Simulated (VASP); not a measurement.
Here is a VASP 6.6.1 calculation.

Contents of INCAR:

```
  ALGO = Normal
  EDIFF = 1E-6
  ENCUT = 520
  GGA = PS
  ISIF = 2
  ISMEAR = -1
  LASPH = True
  LCHARG = True
  LELF = True
  LREAL = False
  LVHAR = True
  LWAVE = False
  NBANDS = 16
  NELM = 80
  PREC = Accurate
  SIGMA = 0.03
```

Contents of KPOINTS:

```
k-points
0
Gamma
  10 10 6
```

The input POSCAR:

```
AlN
1.0
    3.1110021516      0.0000000000      0.0000000000
   -1.5555010758      2.6942068945      0.0000000000
    0.0000000000      0.0000000000      4.9282200000
Al N
2 2
Direct
    0.3333333333      0.6666666667      0.0000000000
    0.6666666667      0.3333333333      0.5000000000
    0.3333333333      0.6666666667      0.3850000000
    0.6666666667      0.3333333333      0.8850000000
```

Potentials or basis: VASP PAW PBE potentials, release 64 (Al, N).

The run is started by

```console
$ cat potpaw_PBE.64/Al/POTCAR potpaw_PBE.64/N/POTCAR > POTCAR
$ mpirun -np 1 vasp_std > vasp.out
```

Task: Estimate the pressure.

Result: 2.5 GPa.

Task: Predict the largest force.

Result: 0.052 eV/Å.

Forces in eV/Å, atoms in the order of the input:
```
Al   0.000  0.000  0.052
Al   0.000  0.000  0.052
N    0.000  0.000 -0.052
N    0.000  0.000 -0.052
```

Caveat: the cell differs from its parent crystal (zz strain of -1 %); the PAW data sets were made with another functional, which shifts forces and pressure a little.
